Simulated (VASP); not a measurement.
Here is a VASP 6.6.1 calculation.

File INCAR:

```
ALGO = Normal
EDIFF = 1E-7
EDIFFG = -0.01
ENCUT = 750
GGA = PS
GGA_COMPAT = False
IBRION = 2
ISIF = 4
ISMEAR = 0
LASPH = True
LCHARG = False
LREAL = False
LWAVE = False
NELM = 120
NELMIN = 4
NSW = 50
PREC = Accurate
SIGMA = 0.02
```

KPOINTS

```
k-points
0
Gamma
  12 12 12
```

Contents of POSCAR:

```
MgO2
1.0
    1.5678241584      0.9051836999      3.4224452950
   -1.5678241584      0.9051836999      3.4224452950
    0.0000000000     -1.8103673998      3.4224452950
Mg O
1 2
Direct
    0.0000000000      0.0000000000      0.0000000000
    0.4291433726      0.4291433726      0.4291433726
    0.5708566274      0.5708566274      0.5708566274
```

Potentials or basis: VASP PAW PBE potentials, release 64 (Mg_sv, O).

The run is started by

```console
$ cat potpaw_PBE.64/Mg_sv/POTCAR potpaw_PBE.64/O/POTCAR > POTCAR
$ mpirun -np 1 vasp_std > vasp.out
```

(1) What does it give for the band gap on the k mesh?

Results:

(1) 2.50 eV.
